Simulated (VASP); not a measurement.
Set up this calculation in VASP 6.6.1, as the native input.

| Item | Value |
| --- | --- |
| Task | single point |
| Functional | PBE |
| Potentials or basis | VASP PAW PBE potentials, release 64 (Li_sv) |
| Cutoff | 520 eV |
| k mesh | 15 × 15 × 15 |
| Occupations | fermi-dirac, width 0.08 eV |
| Spin | no spin polarisation |
| Dipole correction | no |
| Further INCAR settings | ALGO = Normal; EDIFF = 1e-06; NBANDS = 8 |

The structure of Li lies in POSCAR:

```
Li
1.0
   -1.8025000000      1.7500000000      1.7500000000
    1.7500000000     -1.8025000000      1.7500000000
    1.7500000000      1.7500000000     -1.8025000000
Li
1
Direct
    0.0000000000      0.0000000000      0.0000000000
```

This cell differs from its parent crystal: equal xy, yz and zx shear strains of -3 %.

One way to write it, as run:

INCAR

```
SYSTEM = Li
PREC     = Accurate       ! precision mode
ENCUT    = 520            ! plane-wave cutoff, eV
EDIFF    = 1E-6           ! SCF threshold, eV
ISMEAR   = -1             ! smearing method
SIGMA    = 0.08           ! smearing width, eV
LREAL    = .False.        ! projectors in reciprocal space
LASPH    = .True.         ! aspherical terms in the spheres
NELM     = 80             ! most SCF steps
ALGO     = Normal         ! electronic algorithm
ISIF     = 2              ! what is computed and relaxed
LWAVE    = .False.        ! write WAVECAR
LCHARG   = .False.        ! write CHGCAR
GGA      = PE             ! functional
NBANDS   = 8              ! bands
```

KPOINTS

```
regular mesh
0
Gamma
  15 15 15
  0 0 0
```

Potentials or basis: VASP PAW PBE potentials, release 64 (Li_sv).

Launch:

```sh
$ cat potpaw_PBE.64/Li_sv/POTCAR > POTCAR
$ mpirun -np 1 vasp_std > vasp.out
```

Results of the run:

```json
{
  "Band gap on the k mesh": "zero (an odd number of electrons rules out a gap without spin polarisation)"
}
```

Caveat: the cell differs from its parent crystal (equal xy, yz and zx shear strains of -3 %).

Run time: 42 s on 1 thread of Intel Xeon 8259CL (shared host), peak memory 0.16 GiB.
